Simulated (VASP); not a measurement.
SnO2: single point with PBE

Crystal: SnO2.

```
CELL_PARAMETERS angstrom
4.80494 0.00000 0.00000
0.00000 4.80496 0.00000
0.00000 0.00000 3.39950
ATOMIC_POSITIONS crystal
Sn 0.50000 0.50000 0.50000
Sn 0.00000 0.00000 0.00000
O 0.30773 0.30775 0.00000
O 0.80773 0.19225 0.50000
O 0.19227 0.80775 0.50000
O 0.69227 0.69225 0.00000
```

```json
{"Program": "VASP 6.6.1", "Task": "single point", "Functional": "PBE", "Potentials or basis": "VASP PAW PBE potentials, release 64 (Sn_d, O)", "Cutoff": "520 eV", "k mesh": "6 × 6 × 10", "Occupations": "gaussian, width 0.05 eV", "Spin": "no spin polarisation"}
```

- Pressure: -7.2 GPa
- Largest force: 0.005 eV/Å
- Band gap on the k mesh: 0.09 eV

Forces on the atoms (eV/Å):
```
Sn   0.000  0.000  0.000
Sn   0.000  0.000  0.000
O   -0.003 -0.003  0.000
O   -0.003  0.003  0.000
O    0.003 -0.003  0.000
O    0.003  0.003  0.000
```

Stress tensor (GPa, compression positive):
```
 -3.75   0.00   0.00
  0.00  -3.75   0.00
  0.00   0.00 -14.09
```

Levels at points of the mesh, in eV from the valence-band top:
```
           k point  band 22  band 23  band 24  band 25  band 26  band 27  band 28  band 29  band 30  band 31
(0.00, 0.00, 0.00)    -1.35    -1.35    -0.64    -0.64     0.00     0.08     4.88     5.53     5.53     9.27
(0.50, 0.00, 0.00)    -1.78    -1.28    -1.28    -0.54    -0.54     3.45     3.45     6.23     6.23    10.24
(0.00, 0.50, 0.00)    -1.78    -1.28    -1.28    -0.54    -0.54     3.45     3.45     6.23     6.23    10.24
(0.50, 0.50, 0.00)    -1.81    -1.43    -1.43    -0.70    -0.70     3.68     3.68     6.65     6.65    10.34
(0.00, 0.00, 0.50)    -2.47    -1.44    -1.44    -1.10    -1.10     5.09     5.09     9.19     9.19     9.41
(0.50, 0.00, 0.50)    -1.59    -0.90    -0.90    -0.66    -0.66     5.40     5.40     7.51     7.51     9.73
(0.00, 0.50, 0.50)    -1.59    -0.90    -0.90    -0.66    -0.66     5.40     5.40     7.51     7.51     9.73
(0.50, 0.50, 0.50)    -2.22    -0.83    -0.83    -0.65    -0.65     4.02     4.02     8.42     8.42     9.74
```

Run time: 110 s on 1 thread of Intel(R) Xeon(R) Platinum 8488C (Sapphire Rapids), with other jobs on the host, peak memory 0.33 GiB.

Caveat: the stress differs along the axes, from -14 to -4 GPa; semilocal functionals underestimate gaps, and a narrow one can read as zero; spin-orbit coupling is left out, which moves the levels of the heavy elements.
